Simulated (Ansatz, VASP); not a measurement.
## MgO in VASP and in Ansatz

Contents of POSCAR:

```
MgO
1.0
    3.3077869865      0.0000000000      0.0000000000
   -1.6538934933      2.8646275606      0.0000000000
    0.0000000000      0.0000000000      4.9828816700
Mg O
2 2
Direct
    0.6666666667      0.3333333333      0.5021597400
    0.3333333333      0.6666666667      0.0021597400
    0.6666666667      0.3333333333      0.9024402600
    0.3333333333      0.6666666667      0.4024402600
```

The input INCAR.step1:

```
ALGO = Normal ; EDIFF = 1E-5
ENCUT = 520 ; GGA = PE
ISIF = 2 ; ISMEAR = -1
LASPH = True ; LCHARG = False
LREAL = False ; LWAVE = True
NBANDS = 16 ; NELM = 100
PREC = Accurate ; SIGMA = 0.05
```

Contents of INCAR.step2:

```
AEXX = 0.25 ; ALGO = Normal
EDIFF = 1E-6 ; ENCUT = 520
GGA = PE ; HFSCREEN = 0.15
ISIF = 2 ; ISMEAR = -1
ISTART = 1 ; LASPH = True
LCHARG = False ; LHFCALC = True
LREAL = False ; LWAVE = False
NBANDS = 16 ; NELM = 100
PREC = Accurate ; PRECFOCK = Normal
SIGMA = 0.05
```

KPOINTS

```
k-points
0
Gamma
  5 5 3
```

input.yaml

```yaml
crystal:
  lattice:
    - [3.3077869865, 0.0, 0.0]
    - [-1.6538934933, 2.8646275606, 0.0]
    - [0.0, 0.0, 4.98288167]
  atoms:
    - { symbol: Mg, position: [0.6666666667, 0.3333333333, 0.50215974] }
    - { symbol: Mg, position: [0.3333333333, 0.6666666667, 0.00215974] }
    - { symbol: O, position: [0.6666666667, 0.3333333333, 0.90244026] }
    - { symbol: O, position: [0.3333333333, 0.6666666667, 0.40244026] }
hamiltonian:
  xc:
    exchange: pbe
    correlation: pbe
    exx: { coeff: 0.25, omega: 0.15 }
  pseudopotentials: { kind: paw }
kpoints:
  mp_grid: { grid: [5, 5, 3] }
scf:
  occupations: { method: fermi_dirac, width: 0.05 }
output:
  forces: true
  stress: true
  eigenvalues: true
```

Alike in both runs: task single point; functional PBE-based screened hybrid; k mesh 5 × 5 × 3; occupations fermi-dirac, width 0.05 eV; no spin polarisation.

|  | VASP | Ansatz |
| --- | --- | --- |
| version | VASP 6.6.1 | Ansatz 0.2.0 |
| potentials or method | VASP PAW PBE potentials, release 64 (Mg, O) | Ansatz PAW |
| plane-wave cutoff (eV) | 520 | 420 |
| valence electrons in the cell | 16 | 32 |

Ansatz gave:

- gap on the k mesh at the Fermi level (eV): 5.25
- least direct gap on the mesh (eV): 5.25
- pressure (GPa): -0.6
- traceless stress, the component that is largest in VASP (GPa): 0.33
- rms of the force components (eV/Å): 0.019

Question: What did VASP give for the same quantities?

Answer: gap on the k mesh at the Fermi level (eV): 5.22; least direct gap on the mesh (eV): 5.22; pressure (GPa): -0.7; traceless stress, the component that is largest in VASP (GPa): 0.35; rms of the force components (eV/Å): 0.019.

VASP's potentials were made for PBE, not for PBE-based screened hybrid. Atom by atom the forces differ by 0.001 eV/Å (rms over components). VASP's potentials hold 16 valence electrons a cell and Ansatz's 32, so a difference there can come from the potentials and not from the codes.

The k mesh is coarse, so the values compare programs but aren't converged. Noted on Ansatz's run: odd divisions of the mesh miss points on the zone boundary, where band edges often lie, so the gap on the mesh can be too wide.
